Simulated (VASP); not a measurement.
Crystal: Ti.

```
Ti
1.0
    -1.60750    1.60750    1.60750
     1.60750   -1.60750    1.60750
     1.60750    1.60750   -1.60750
Ti
1
Direct
  0.00000 0.00000 0.00000
```

Base run:

| Property | Result |
| --- | --- |
| Program | VASP 6.6.1 |
| Functional | r2SCAN |
| Potentials or basis | VASP PAW PBE potentials, release 64 (Ti_sv) |
| Cutoff | 520 eV |
| k mesh | 11 × 11 × 11 |
| Occupations | fermi-dirac, width 0.05 eV |
| Spin | no spin polarisation |

Its results: band gap on the k mesh zero (band 6 reaches 9.78 eV, above the bottom of band 7 at 7.94 eV); pressure 4.6 GPa.

The run is repeated on the same cell with these changes: functional from r2SCAN to PBE. What comes out?

Band gap on the k mesh zero (band 6 reaches 9.60 eV, above the bottom of band 7 at 7.92 eV); pressure 3.9 GPa.

Caveats: the PAW data sets were made with another functional, which shifts forces and pressure a little (some runs).
